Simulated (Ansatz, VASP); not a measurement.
## Si: VASP beside Ansatz

```
CELL_PARAMETERS angstrom
10.86000 0.00000 0.00000
0.00000 10.86000 0.00000
0.00000 0.00000 10.86000
ATOMIC_POSITIONS crystal
Si 0.50066 0.00243 0.99777
Si 0.62480 0.12531 0.12518
Si 0.74789 0.24943 0.99810
Si 0.87433 0.37503 0.12456
Si 0.74997 0.00023 0.25043
Si 0.87428 0.12486 0.37618
Si 0.00028 0.00021 0.00012
Si 0.12602 0.12477 0.12449
Si 0.25245 0.25057 0.99804
Si 0.37550 0.37460 0.12529
Si 0.49967 0.49744 0.99796
Si 0.62532 0.62399 0.12429
Si 0.74996 0.74986 0.00009
Si 0.87531 0.87482 0.12547
Si 0.25054 0.00016 0.25012
Si 0.37550 0.12523 0.37545
Si 0.50013 0.24993 0.25035
Si 0.62487 0.37464 0.37541
Si 0.74999 0.49975 0.25016
Si 0.87528 0.62510 0.37520
Si 0.49957 0.00225 0.50274
Si 0.61983 0.13018 0.63061
Si 0.74780 0.25043 0.50278
Si 0.87504 0.37463 0.62570
Si 0.74781 0.00230 0.75077
Si 0.87499 0.12525 0.87502
Si 0.99988 0.49974 0.00009
Si 0.12501 0.62502 0.12540
Si 0.25049 0.75003 0.00013
Si 0.37512 0.87578 0.12438
Si 0.00026 0.24995 0.25044
Si 0.12614 0.37512 0.37635
Si 0.25047 0.49972 0.25049
Si 0.37514 0.62403 0.37615
Si 0.50038 0.74991 0.25025
Si 0.62534 0.87589 0.37621
Si 0.99997 0.00011 0.50047
Si 0.12515 0.12522 0.62558
Si 0.25265 0.24932 0.50288
Si 0.38070 0.36930 0.63097
Si 0.50071 0.49733 0.50289
Si 0.62486 0.62478 0.62565
Si 0.74996 0.75010 0.50061
Si 0.87436 0.87578 0.62520
Si 0.25247 0.00227 0.74973
Si 0.38004 0.13017 0.87015
Si 0.61995 0.36951 0.87007
Si 0.74785 0.49757 0.74990
Si 0.87426 0.62417 0.87541
Si 0.00021 0.74994 0.25031
Si 0.12514 0.87483 0.37515
Si 0.00026 0.49970 0.50061
Si 0.12609 0.62402 0.62516
Si 0.25050 0.74971 0.50055
Si 0.37548 0.87495 0.62565
Si 0.00007 0.24991 0.75032
Si 0.12516 0.37469 0.87497
Si 0.25266 0.49745 0.75090
Si 0.37553 0.62475 0.87503
Si 0.50012 0.74986 0.75028
Si 0.62481 0.87506 0.87488
Si 0.00028 0.74995 0.75041
Si 0.12608 0.87584 0.87557
```

Alike in both runs: functional PBE; k mesh 1 × 1 × 1; occupations gaussian, width 0.05 eV; no spin polarisation.

Ansatz relaxed the structure, and its values are those at the end. VASP's run is a single point on that final structure, the one shown.

```csv
,VASP,Ansatz
version,VASP 6.6.1,Ansatz 0.2.0
potentials or method,"VASP PAW PBE potentials, release 64 (Si), cutoff 520 eV","scalar-relativistic, plane waves, PAW"
valence electrons in the cell,252,252
```

Ansatz gave:

| Quantity | Value |
| --- | --- |
| rms of the force components (eV/Å) | 0.004 |

**Question.** What did VASP give for the same quantities?

**Answer.** rms of the force components (eV/Å): 0.005.

With one functional, cell and mesh, what is left measures potentials, basis and numerics.
